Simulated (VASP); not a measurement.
# AlBiO4 (P4/mmm) in VASP: relaxation of cell and atoms with PBE

Aim: the relaxation of cell and atoms of AlBiO4 with PBE.

Program: VASP 6.6.1. These are calculated values, not measurements. Logs are shortened: lines on timing, memory, paths and dates and some standing lists are left out, and cuts for length are marked.

## Step 1: The cell of the first run

It takes space group P4/mmm (No. 123, tetragonal). The conventional cell has a = 4.959 Å, b = 4.959 Å, c = 5.606 Å, α = 90.00°, β = 90.00°, γ = 90.00°. Al (site symmetry 4/mmm) has 4 O at 1.82 Å within 2.4 Å. Within 3.7 Å of Bi (site symmetry 4/mmm) lie 2 Al at 2.80 Å and 8 O at 3.34 Å. O (site symmetry m2m) has 1 O at 1.32 Å within 1.8 Å.

## Step 2: Relaxation of cell and atoms, PBE

Contents of INCAR:

```
  PREC = Accurate
  ENCUT = 600
  EDIFF = 1E-6
  ISMEAR = 0
  SIGMA = 0.1
  LREAL = F
  LASPH = T
  NELM = 60
  ALGO = Normal
  ISIF = 3
  LWAVE = F
  LCHARG = F
  GGA = PE
  IBRION = 2
  NSW = 100
  EDIFFG = -0.01
```

Contents of KPOINTS:

```
regular mesh
0
Gamma
  8 8 8
```

Contents of POSCAR:

```
AlBiO4
1.0
    4.9586426340      0.0000000000      0.0000000000
    0.0000000000      4.9586426340      0.0000000000
    0.0000000000      0.0000000000      5.6057816469
Al Bi O
1 1 4
Direct
    0.5000000000      0.5000000000      0.5000000000
    0.5000000000      0.5000000000      0.0000000000
    0.8670226668      0.5000000000      0.5000000000
    0.1329773332      0.5000000000      0.5000000000
    0.5000000000      0.1329773332      0.5000000000
    0.5000000000      0.8670226668      0.5000000000
```

Potentials or basis: VASP PAW PBE potentials, release 64 (Al, Bi_d, O).

Run with:

```console
$ cat potpaw_PBE.64/Al/POTCAR potpaw_PBE.64/Bi_d/POTCAR potpaw_PBE.64/O/POTCAR > POTCAR
$ mpirun -np 1 vasp_std > vasp.out
```

OUTCAR:

```text
PREC = Accurate
   ENCUT = 600
   EDIFF = 1E-6
   ISMEAR = 0
   LREAL = F
   LASPH = T
   NELM = 60
   ISIF = 3
   GGA = PE
   IBRION = 2
   NSW = 100
   EDIFFG = -0.01

 ion  position               nearest neighbor table
   1  0.500  0.500  0.500-   3 1.82   4 1.82   5 1.82   6 1.82   2 2.80   2 2.80
   2  0.500  0.500  0.000-   1 2.80   1 2.80
   3  0.867  0.500  0.500-   4 1.32   1 1.82
   4  0.133  0.500  0.500-   3 1.32   1 1.82
   5  0.500  0.133  0.500-   6 1.32   1 1.82
   6  0.500  0.867  0.500-   5 1.32   1 1.82

  LATTYP: Found a simple tetragonal cell.
 ALAT       =     4.9586426340
 C/A-ratio  =     1.1305072901

  Lattice vectors:

 A1 = (   4.9586426340,   0.0000000000,   0.0000000000)
 A2 = (   0.0000000000,   4.9586426340,   0.0000000000)
 A3 = (   0.0000000000,   0.0000000000,   5.6057816469)

Analysis of symmetry for initial positions (statically):
=====================================================================
 Subroutine PRICEL returns:
 Original cell was already a primitive cell.

 Routine SETGRP: Setting up the symmetry group for a
 simple tetragonal supercell.

 Subroutine GETGRP returns: Found 16 space group operations
 (whereof 16 operations were pure point group operations)
 out of a pool of 16 trial point group operations.

The static configuration has the point symmetry D_4h.

Analysis of symmetry for dynamics (positions and initial velocities):
=====================================================================
 Subroutine PRICEL returns:
 Original cell was already a primitive cell.

 Routine SETGRP: Setting up the symmetry group for a
 simple tetragonal supercell.

 Subroutine GETGRP returns: Found 16 space group operations
 (whereof 16 operations were pure point group operations)
 out of a pool of 16 trial point group operations.

The dynamic configuration has the point symmetry D_4h.

 Subroutine INISYM returns: Found 16 space group operations
 (whereof 16 operations are pure point group operations),
 and found     1 'primitive' translations

----------------------------------------------------------------------------------------

                                     Primitive cell

  volume of cell :     137.8357

  direct lattice vectors                    reciprocal lattice vectors
     4.958642634  0.000000000  0.000000000     0.201668092  0.000000000  0.000000000
     0.000000000  4.958642634  0.000000000     0.000000000  0.201668092  0.000000000
     0.000000000  0.000000000  5.605781647     0.000000000  0.000000000  0.178387255

  length of vectors
     4.958642634  4.958642634  5.605781647     0.201668092  0.201668092  0.178387255

  position of ions in fractional coordinates (direct lattice)
     0.500000000  0.500000000  0.500000000
     0.500000000  0.500000000  0.000000000
     0.867022667  0.500000000  0.500000000
     0.132977333  0.500000000  0.500000000
     0.500000000  0.132977333  0.500000000
     0.500000000  0.867022667  0.500000000

  ion indices of the primitive-cell ions
   primitive index   ion index
                 1           1
                 2           2
                 3           3
                 4           4
                 5           5
                 6           6

----------------------------------------------------------------------------------------

 KPOINTS: regular mesh

Automatic generation of k-mesh.
 Grid dimensions read from file:
 generate k-points for:    8    8    8

 Generating k-lattice:

  Cartesian coordinates                     Fractional coordinates (reciprocal lattice)
     0.025208512  0.000000000  0.000000000     0.125000000  0.000000000  0.000000000
     0.000000000  0.025208512  0.000000000     0.000000000  0.125000000  0.000000000
     0.000000000  0.000000000  0.022298407     0.000000000  0.000000000  0.125000000

  Length of vectors
     0.025208512  0.025208512  0.022298407

  Shift w.r.t. Gamma in fractional coordinates (k-lattice)
     0.000000000  0.000000000  0.000000000

 Subroutine IBZKPT returns following result:
 ===========================================

 Found     75 irreducible k-points:

 Following reciprocal coordinates:
            Coordinates               Weight
  0.000000  0.000000  0.000000      1.000000
  0.125000  0.000000  0.000000      4.000000
  0.250000  0.000000  0.000000      4.000000
  0.375000  0.000000  0.000000      4.000000
  0.500000  0.000000  0.000000      2.000000
  0.125000  0.125000  0.000000      4.000000
[... 16 lines left out ...]
  0.375000  0.125000  0.125000     16.000000
  0.500000  0.125000  0.125000      8.000000
 [... further k-points ...]
   k-points           NKPTS =     75   k-points in BZ     NKDIM =     75   number of bands    NBANDS=     25
   number of dos      NEDOS =    301   number of ions     NIONS =      6
   total plane-waves  NPLWV =  76800
   dimension x,y,z NGX =    40 NGY =   40 NGZ =   48
   dimension x,y,z NGXF=    80 NGYF=   80 NGZF=   96
   ions per type =               1   1   4
   NGX,Y,Z   is equivalent  to a cutoff of  13.41, 13.41, 14.23 a.u.
   NGXF,Y,Z  is equivalent  to a cutoff of  26.82, 26.82, 28.47 a.u.
 SYSTEM =  unknown system
   PREC   = accura    normal or accurate (medium, high low for compatibility)
   ISTART =      0    job   : 0-new  1-cont  2-samecut
   ICHARG =      2    charge: 1-file 2-atom 10-const
   ISPIN  =      1    spin polarized calculation?
   LNONCOLLINEAR =      F non collinear calculations
   LSORBIT =      F    spin-orbit coupling
   LASPH  =      T    aspherical Exc in radial PAW
   ENCUT  =  600.0 eV  44.10 Ry    6.64 a.u.   9.90  9.90 11.20*2*pi/ulx,y,z
   NELM   =     60;   NELMIN=  2; NELMDL= -5     # of ELM steps
   EDIFF  = 0.1E-05   stopping-criterion for ELM
   LREAL  =      F    real-space projection
   EDIFFG = -.1E-01   stopping-criterion for IOM
   NSW    =    100    number of steps for IOM
   IBRION =      2    ionic relax: 0-MD 1-quasi-New 2-CG
   NFREE  =      1    steps in history (QN), initial steepest desc. (CG)
   ISIF   =      3    stress and relaxation
   ISYM   =      2    0-nonsym 1-usesym 2-fastsym
   POTIM  = 0.5000    time-step for ionic-motion
   TEBEG  =    0.0;   TEEND  =   0.0 temperature during run
   PSTRESS=    0.0 pullay stress
   NELECT =      42.0000    total number of electrons
   NUPDOWN=      -1.0000    fix difference up-down
   EMIN   =  10.00;   EMAX   =-10.00  energy-range for DOS
   EFERMI =   0.00;   METHOD = LEGACY
   ISMEAR =     0;   SIGMA  =   0.10  broadening in eV -4-tet -1-fermi 0-gaus
   EFERMI_NEDOS =   21; number of points for ismear=-14 and -15
   IALGO  =     38    algorithm
   IMIX   =      4    mixing-type and parameters
     AMIX     =   0.40;   BMIX     =  1.00
     AMIX_MAG =   1.60;   BMIX_MAG =  1.00
  volume/ion in A,a.u.               =      22.97       155.03
  Fermi-wavevector in a.u.,A,eV,Ry     =   1.101634  2.081786 16.511996  1.213597
  Thomas-Fermi vector in A             =   2.238064
   LORBIT       =      0    0 simple, 1 ext, 2 COOP (PROOUT), +10 PAW based schemes
   GGA     = PE    functional components
   LHFCALC =     F    Hartree Fock is set to
   AEXX    =    0.0000 exact exchange contribution
   IVDW    =     0    specifies the selected vdW correction
   LEPSILON=     F    determine dielectric tensor
   LRPA    =     F    only Hartree local field effects (RPA)
 conjugate gradient relaxation of ions
 non-spin polarized calculation
 Gauss-broadening in eV      SIGMA  =   0.10
  energy-cutoff  :      600.00
  volume of cell :      137.84
 maximum number of plane-waves:      4638
 NGX is ok and might be reduce to    40
   NGX = 19   NGY = 19   NGZ = 23

--------------------------------------- Ionic step        1  -------------------------------------------

 number of electron      41.9999998 magnetization

 Free energy of the ion-electron system (eV)
  ---------------------------------------------------
  ext. energy  EPLUGINS =         0.00000000
  ---------------------------------------------------
  free energy    TOTEN  =       -27.30507853 eV

  energy without entropy =      -27.28363082  energy(sigma->0) =      -27.29435468

------------------------ aborting loop because EDIFF is reached ----------------------------------------

  FORCE on cell =-STRESS in cart. coord.  units (eV):
  Direction    XX          YY          ZZ          XY          YZ          ZX
  --------------------------------------------------------------------------------------
  -------------------------------------------------------------------------------------
  Total       -0.1194406     -0.1194406     -0.0770174      0.0000000      0.0000000      0.0000000
  in kB       -1.3883560     -1.3883560     -0.8952357      0.0000000      0.0000000      0.0000000
  external PRESSURE =      -1.2239826 kB  Pullay stress =       0.0000000 kB
[... 305 lines left out ...]
  energy  without entropy=      -27.2873282846  energy(sigma->0) =      -27.29801006

--------------------------------------- Ionic step        9  -------------------------------------------

 number of electron      41.9999995 magnetization

 Free energy of the ion-electron system (eV)
  ---------------------------------------------------
  ext. energy  EPLUGINS =         0.00000000
  ---------------------------------------------------
  free energy    TOTEN  =       -27.30870907 eV

  energy without entropy =      -27.28735218  energy(sigma->0) =      -27.29803063

 E-fermi :   1.0701     XC(G=0):  -7.4183

 val. band max:        1.0639282360   @ k =   0.2500   0.2500   0.5000
 cond. band min:       1.0716128549   @ k =   0.3750   0.2500   0.2500
 fundamental gap:      0.0076846189
 Fermi energy:         1.0701473140

 k-point     1 :       0.0000    0.0000    0.0000
  band No.  band energies     occupation
      1     -23.0777      2.00000
      2     -22.7288      2.00000
      3     -21.6886      2.00000
      4     -21.6873      2.00000
      5     -21.5544      2.00000
      6     -21.5462      2.00000
[... 661 lines left out ...]
     24       3.6515      0.00000
     25       6.4052      0.00000

 [... further k-points ...]

------------------------ aborting loop because EDIFF is reached ----------------------------------------

  FORCE on cell =-STRESS in cart. coord.  units (eV):
  Direction    XX          YY          ZZ          XY          YZ          ZX
  --------------------------------------------------------------------------------------
  -------------------------------------------------------------------------------------
  Total       -0.0061500     -0.0061500      0.0049300      0.0000000     -0.0000000      0.0000000
  in kB       -0.0717665     -0.0717665      0.0575306      0.0000000     -0.0000000      0.0000000
  external PRESSURE =      -0.0286675 kB  Pullay stress =       0.0000000 kB
[... 21 lines left out ...]
  FREE ENERGIE OF THE ION-ELECTRON SYSTEM (eV)
  ---------------------------------------------------
  free  energy   TOTEN  =       -27.3087090733 eV

  energy  without entropy=      -27.2873521796  energy(sigma->0) =      -27.29803063

 reached required accuracy - stopping structural energy minimisation
```

Wall time 10 min (1 thread of Intel Xeon 6975P-C (Granite Rapids), shared host); peak memory 0.47 GiB.

Results:

```
Free energy                            : -27.3087 eV
Relaxed volume                         : 22.88 Å³/atom
Relaxed cell                           : a = 4.947 Å, b = 4.947 Å, c = 5.611 Å, α = 90.00°, β = 90.00°, γ = 90.00°
Space group after relaxing (to 0.05 Å) : P4/mmm (No. 123)
Energy gained by relaxing              : 0.6 meV/atom
Ionic steps                            : 9
Pressure after relaxing                : 0.0 GPa
Largest force after relaxing           : 0.008 eV/Å
Band gap on the k mesh                 : zero (band 21 reaches 1.71 eV, above the bottom of band 22 at 0.71 eV)
```

Forces on the atoms (eV/Å):
```
Al   0.000  0.000  0.000
Bi   0.000  0.000  0.000
O   -0.008  0.000  0.000
O    0.008  0.000  0.000
O    0.000  0.008  0.000
O    0.000 -0.008  0.000
```

The path:
| step | energy change (eV) | largest force (eV/Å) | pressure (GPa) | volume (Å³) |
| --- | --- | --- | --- | --- |
| 1 | 0.0000 | 0.3650 | -0.12 | 137.84 |
| 2 | 0.0275 | 1.1224 | -0.42 | 137.49 |
| 3 | -0.0030 | 0.0076 | -0.23 | 137.75 |
| 4 | -0.0036 | 0.0047 | 0.02 | 137.17 |
| 5 | -0.0036 | 0.0046 | 0.02 | 137.16 |
| 6 | -0.0036 | 0.0149 | 0.02 | 137.21 |
| 7 | -0.0036 | 0.0240 | 0.02 | 137.23 |
| 8 | -0.0036 | 0.0200 | 0.01 | 137.24 |
| 9 | -0.0036 | 0.0077 | 0.00 | 137.30 |

Final structure:
```cif
data_structure
_symmetry_space_group_name_H-M 'P 1'
_symmetry_Int_Tables_number 1
_cell_length_a 4.9465
_cell_length_b 4.9465
_cell_length_c 5.6113
_cell_angle_alpha 90.000
_cell_angle_beta 90.000
_cell_angle_gamma 90.000
_cell_volume 137.30
loop_
_atom_site_label
_atom_site_type_symbol
_atom_site_fract_x
_atom_site_fract_y
_atom_site_fract_z
_atom_site_occupancy
Al1 Al 0.50000 0.50000 0.50000 1
Bi1 Bi 0.50000 0.50000 0.00000 1
O1 O 0.86612 0.50000 0.50000 1
O2 O 0.13388 0.50000 0.50000 1
O3 O 0.50000 0.13388 0.50000 1
O4 O 0.50000 0.86612 0.50000 1
```

Caveat: spin-orbit coupling is left out, which moves the levels of the heavy elements.
